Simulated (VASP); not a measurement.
# F (Cmme) in VASP: relaxation of cell and atoms with PBE+D3(BJ)

Aim: the relaxation of cell and atoms of F with PBE+D3(BJ).

Everything below comes from runs of VASP 6.6.1. Logs are shortened: lines on timing, memory, paths and dates and some standing lists are left out, and cuts for length are marked.

## (1) The cell of the first run

Symmetry: Cmme, No. 67, orthorhombic system. The conventional cell has a = 2.469 Å, b = 2.481 Å, c = 2.947 Å, α = 90.00°, β = 90.00°, γ = 90.00°. Within 1.8 Å of F (site symmetry mm2) lie 8 F at 1.23 to 1.75 Å.

## (2) Relaxation of cell and atoms, PBE+D3(BJ)

INCAR

```
ALGO = Normal ; EDIFF = 1E-6
EDIFFG = -0.04 ; ENCUT = 600
GGA = PE ; IBRION = 2
ISIF = 3 ; ISMEAR = 0
IVDW = 12 ; LASPH = True
LCHARG = False ; LREAL = False
LWAVE = False ; NELM = 80
NSW = 90 ; PREC = Accurate
SIGMA = 0.1
```

KPOINTS

```
k-points
0
Gamma
  10 10 6
```

POSCAR

```
F
1.0
    1.2344187800     -1.2406255100      0.0000000000
    1.2344187800      1.2406255100      0.0000000000
    0.0000000000      0.0000000000      2.9468758300
F
2
Direct
    0.2500000000      0.7500000000      0.4988333700
    0.7500000000      0.2500000000      0.5011666300
```

Potentials or basis: VASP PAW PBE potentials, release 64 (F).

Launch:

```sh
cat potpaw_PBE.64/F/POTCAR > POTCAR
mpirun -np 1 vasp_std > vasp.out
```

OUTCAR:

```text
EDIFF = 1E-6
   EDIFFG = -0.04
   ENCUT = 600
   GGA = PE
   IBRION = 2
   ISIF = 3
   ISMEAR = 0
   IVDW = 12
   LASPH = True
   LREAL = False
   NELM = 80
   NSW = 90
   PREC = Accurate
 IVDW          = 12

 ion  position               nearest neighbor table
   1  0.250  0.750  0.499-   2 1.23   2 1.23   2 1.24   2 1.24
   2  0.750  0.250  0.501-   1 1.23   1 1.23   1 1.24   1 1.24

  LATTYP: Found a base centered orthorhombic cell.
 ALAT       =     2.4688375600
 B/A-ratio  =     1.0050280586
 C/A-ratio  =     1.1936288874

  Lattice vectors:

 A1 = (   1.2344187800,  -1.2406255100,   0.0000000000)
 A2 = (   1.2344187800,   1.2406255100,   0.0000000000)
 A3 = (   0.0000000000,   0.0000000000,   2.9468758300)

Analysis of symmetry for initial positions (statically):
=====================================================================
 Subroutine PRICEL returns:
 Original cell was already a primitive cell.

 Routine SETGRP: Setting up the symmetry group for a
 base centered orthorhombic supercell.

 Subroutine GETGRP returns: Found  8 space group operations
 (whereof  4 operations were pure point group operations)
 out of a pool of  8 trial point group operations.

The static configuration has the point symmetry C_2h.
 The point group associated with its full space group is D_2h.

Analysis of symmetry for dynamics (positions and initial velocities):
=====================================================================
 Subroutine PRICEL returns:
 Original cell was already a primitive cell.

 Routine SETGRP: Setting up the symmetry group for a
 base centered orthorhombic supercell.

 Subroutine GETGRP returns: Found  8 space group operations
 (whereof  4 operations were pure point group operations)
 out of a pool of  8 trial point group operations.

The dynamic configuration has the point symmetry C_2h.
 The point group associated with its full space group is D_2h.

 Subroutine INISYM returns: Found  8 space group operations
 (whereof  4 operations are pure point group operations),
 and found     1 'primitive' translations

----------------------------------------------------------------------------------------

                                     Primitive cell

  volume of cell :       9.0260

  direct lattice vectors                    reciprocal lattice vectors
     1.234418780 -1.240625510  0.000000000     0.405048925 -0.403022504  0.000000000
     1.234418780  1.240625510  0.000000000     0.405048925  0.403022504  0.000000000
     0.000000000  0.000000000  2.946875830     0.000000000  0.000000000  0.339342428

  length of vectors
     1.750126104  1.750126104  2.946875830     0.571394584  0.571394584  0.339342428

  position of ions in fractional coordinates (direct lattice)
[... 71 lines left out ...]
   ISTART =      0    job   : 0-new  1-cont  2-samecut
   ICHARG =      2    charge: 1-file 2-atom 10-const
   ISPIN  =      1    spin polarized calculation?
   LNONCOLLINEAR =      F non collinear calculations
   LSORBIT =      F    spin-orbit coupling
   LASPH  =      T    aspherical Exc in radial PAW
   ENCUT  =  600.0 eV  44.10 Ry    6.64 a.u.   3.50  3.50  5.89*2*pi/ulx,y,z
   NELM   =     80;   NELMIN=  2; NELMDL= -5     # of ELM steps
   EDIFF  = 0.1E-05   stopping-criterion for ELM
   LREAL  =      F    real-space projection
   EDIFFG = -.4E-01   stopping-criterion for IOM
   NSW    =     90    number of steps for IOM
   IBRION =      2    ionic relax: 0-MD 1-quasi-New 2-CG
   NFREE  =      1    steps in history (QN), initial steepest desc. (CG)
   ISIF   =      3    stress and relaxation
   ISYM   =      2    0-nonsym 1-usesym 2-fastsym
   POTIM  = 0.5000    time-step for ionic-motion
   TEBEG  =    0.0;   TEEND  =   0.0 temperature during run
   PSTRESS=    0.0 pullay stress
   NELECT =      14.0000    total number of electrons
   NUPDOWN=      -1.0000    fix difference up-down
   EMIN   =  10.00;   EMAX   =-10.00  energy-range for DOS
   EFERMI =   0.00;   METHOD = LEGACY
   ISMEAR =     0;   SIGMA  =   0.10  broadening in eV -4-tet -1-fermi 0-gaus
   EFERMI_NEDOS =   21; number of points for ismear=-14 and -15
   IALGO  =     38    algorithm
   IMIX   =      4    mixing-type and parameters
     AMIX     =   0.40;   BMIX     =  1.00
     AMIX_MAG =   1.60;   BMIX_MAG =  1.00
  volume/ion in A,a.u.               =       4.51        30.46
  Fermi-wavevector in a.u.,A,eV,Ry     =   1.895043  3.581113 48.861098  3.591189
  Thomas-Fermi vector in A             =   2.935374
   LORBIT       =      0    0 simple, 1 ext, 2 COOP (PROOUT), +10 PAW based schemes
   GGA     = PE    functional components
   LHFCALC =     F    Hartree Fock is set to
   AEXX    =    0.0000 exact exchange contribution
   IVDW    =    12    specifies the selected vdW correction
   LEPSILON=     F    determine dielectric tensor
   LRPA    =     F    only Hartree local field effects (RPA)
 conjugate gradient relaxation of ions
 non-spin polarized calculation
 Gauss-broadening in eV      SIGMA  =   0.10
  energy-cutoff  :      600.00
  volume of cell :        9.03
 maximum number of plane-waves:       314
 NGX is ok and might be reduce to    14
   NGX =  7   NGY =  7   NGZ = 11

--------------------------------------- Ionic step        1  -------------------------------------------

 number of electron      14.0000002 magnetization

 Free energy of the ion-electron system (eV)
  ---------------------------------------------------
  ext. energy  EPLUGINS =         0.00000000
  ---------------------------------------------------
  free energy    TOTEN  =        32.19374706 eV

  energy without entropy =       32.19576388  energy(sigma->0) =       32.19475547

 E-fermi :  17.2714     XC(G=0): -14.1601

 val. band max:       17.2553423375   @ k =  -0.4000   0.1000   0.1667
 cond. band min:      17.3119562716   @ k =  -0.2000   0.2000   0.1667
 fundamental gap:      0.0566139341
 Fermi energy:        17.2713563418
[... 1130 lines left out ...]
  band No.  band energies     occupation
      1     -23.9670      2.00000
      2     -22.4702      2.00000
      3      -9.1947      2.00000
      4      -7.6701      2.00000
      5      -3.7490      2.00000
      6      -2.9018      2.00000
      7       0.2208      0.00095
      8       1.6587      0.00000
      9      14.5008      0.00000
     10      18.7968      0.00000
     11      23.0264      0.00000

 [... further k-points ...]

[... ionic steps 4 to 13 ...]

--------------------------------------- Ionic step       14  -------------------------------------------

 number of electron      14.0000076 magnetization

------------------------ aborting loop because EDIFF is reached ----------------------------------------
[... 75 lines left out ...]
--------------------------------------- Ionic step       16  -------------------------------------------

 number of electron      14.0000078 magnetization

 Free energy of the ion-electron system (eV)
  ---------------------------------------------------
  ext. energy  EPLUGINS =         0.00000000
  ---------------------------------------------------
  free energy    TOTEN  =        -0.13024085 eV

  energy without entropy =       -0.12445817  energy(sigma->0) =       -0.12734951

 E-fermi :   0.7654     XC(G=0): -10.9924

 val. band max:        0.7574385530   @ k =   0.2000  -0.0000   0.3333
 cond. band min:       0.7794352329   @ k =   0.5000   0.2000   0.3333
 fundamental gap:      0.0219966799
 Fermi energy:         0.7654226368
[... 369 lines left out ...]
  FREE ENERGIE OF THE ION-ELECTRON SYSTEM (eV)
  ---------------------------------------------------
  free  energy   TOTEN  =        -0.2492792525 eV

  energy  without entropy=       -0.2434965749  energy(sigma->0) =       -0.24638791

 reached required accuracy - stopping structural energy minimisation
```

It took 3.6 min on 1 thread of Oxide Virtual Turin-like, shared host; peak memory 0.1 GiB.

What came out:

* Free energy: -0.2493 eV
* Relaxed volume: 8.16 Å³/atom
* Relaxed cell: a = 2.469 Å, b = 2.469 Å, c = 2.678 Å, α = 90.00°, β = 90.00°, γ = 90.38°
* Space group after relaxing (to 0.1 Å): P4/mmm (No. 123)
* Pressure after relaxing: -0.1 GPa
* Largest force after relaxing: 0.011 eV/Å
* Band gap on the k mesh: zero (bands 7 and 8 overlap by 5.73 eV)
* Dispersion energy per atom: -0.060 eV

Forces in eV/Å, atoms in the order of the input:
```
F    0.000  0.000  0.011
F    0.000  0.000 -0.011
```

Stress tensor (GPa, compression positive):
```
 0.04  0.00  0.00
 0.00  0.35  0.00
 0.00  0.00 -0.71
```

Final structure:
```
F
1.0
     1.74026   -1.75194    0.00000
     1.74026    1.75194    0.00000
     0.00000    0.00000    2.67776
F
2
Direct
  0.25000 0.75000 0.49864
  0.75000 0.25000 0.50136
```

Caveat: the standard files for N, O and F lose accuracy on very short bonds; the volume moved by over 15 % at a fixed basis, so the end points are rough.

The gap in the log of VASP goes by the Fermi energy; the results here count the filled bands.